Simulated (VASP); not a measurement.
Write the native input for VASP 6.6.1 that does the following.

- Task: electric field gradients
- Functional: PBEsol
- Potentials or basis: VASP PAW PBE potentials, release 64 (Te, Pb_d)
- Cutoff: 520 eV
- k mesh: 10 × 10 × 10
- Occupations: fermi-dirac, width 0.03 eV
- Spin: no spin polarisation
- Dipole correction: no
- Further INCAR settings: ALGO = Normal; EDIFF = 1e-08; NBANDS = 17

The structure of TePb lies in POSCAR:

```
TePb
1.0
    0.0000000000      3.2270000000      3.2270000000
    3.2270000000      0.0000000000      3.2270000000
    3.2270000000      3.2270000000      0.0000000000
Te Pb
1 1
Direct
    0.5000000000      0.5000000000      0.5000000000
    0.0000000000      0.0000000000      0.0000000000
```

These files were run (other wordings do the same):

INCAR

```
ALGO     = Normal         # electronic algorithm
EDIFF    = 1E-8           # SCF threshold, eV
ENCUT    = 520            # plane-wave cutoff, eV
GGA      = PS             # functional
ISIF     = 2              # what is computed and relaxed
ISMEAR   = -1             # smearing method
LASPH    = True           # aspherical terms in the spheres
LCHARG   = False          # write CHGCAR
LEFG     = True         
LREAL    = False          # projectors in reciprocal space
LWAVE    = False          # write WAVECAR
NBANDS   = 17             # bands
NELM     = 100            # most SCF steps
PREC     = Accurate       # precision mode
SIGMA    = 0.03           # smearing width, eV
```

KPOINTS

```
k-points
0
Gamma
  10 10 10
```

Potentials or basis: VASP PAW PBE potentials, release 64 (Te, Pb_d).

Command:

```bash
$ cat potpaw_PBE.64/Te/POTCAR potpaw_PBE.64/Pb_d/POTCAR > POTCAR
$ mpirun -np 1 vasp_std > vasp.out
```

It gave:

- Pressure: -0.3 GPa
- Band gap on the k mesh: 0.66 eV, direct

Caveat: without QUAD_EFG the Cq values of the log hold for a quadrupole moment of 1 mb, not for the nuclei; the PAW data sets were made with another functional, which shifts forces and pressure a little; spin-orbit coupling is left out, which moves the levels of the heavy elements.

It took 23 s on 1 thread of Intel(R) Xeon(R) 6975P-C (Granite Rapids) (shared host), peak memory 0.22 GiB.
